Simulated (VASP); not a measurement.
Here is a VASP 6.6.1 calculation.

INCAR

```
  PREC = Accurate
  ENCUT = 520
  EDIFF = 1E-7
  ISMEAR = -1
  SIGMA = 0.05
  LREAL = F
  LASPH = T
  NELM = 60
  ALGO = Normal
  ISIF = 2
  LWAVE = F
  LCHARG = F
  GGA = PE
  NBANDS = 11
```

Contents of KPOINTS:

```
Automatic mesh
0
Gamma
  16 16 16
```

Contents of POSCAR:

```
Si
1.0
   -2.2692175000      2.3733800000      1.2744125000
    2.2564675000     -2.3861300000      1.2755875000
    2.2455325000      2.3636200000     -1.2980975000
Si
2
Direct
    0.8070000000      0.5570000000      0.2500000000
    0.1930000000      0.4430000000      0.7500000000
```

Potentials or basis: VASP PAW PBE potentials, release 64 (Si).

Command:

```bash
$ cat potpaw_PBE.64/Si/POTCAR > POTCAR
$ mpirun -np 1 vasp_std > vasp.out
```

(1) Predict the band gap on the k mesh.

(2) Predict the pressure.

Results:

(1) zero (bands 4 and 5 overlap by 7.46 eV).

(2) 15.7 GPa.

Caveat: the cell differs from its parent crystal (equal xy, yz and zx shear strains of -1 %); the cell stands under pressure.
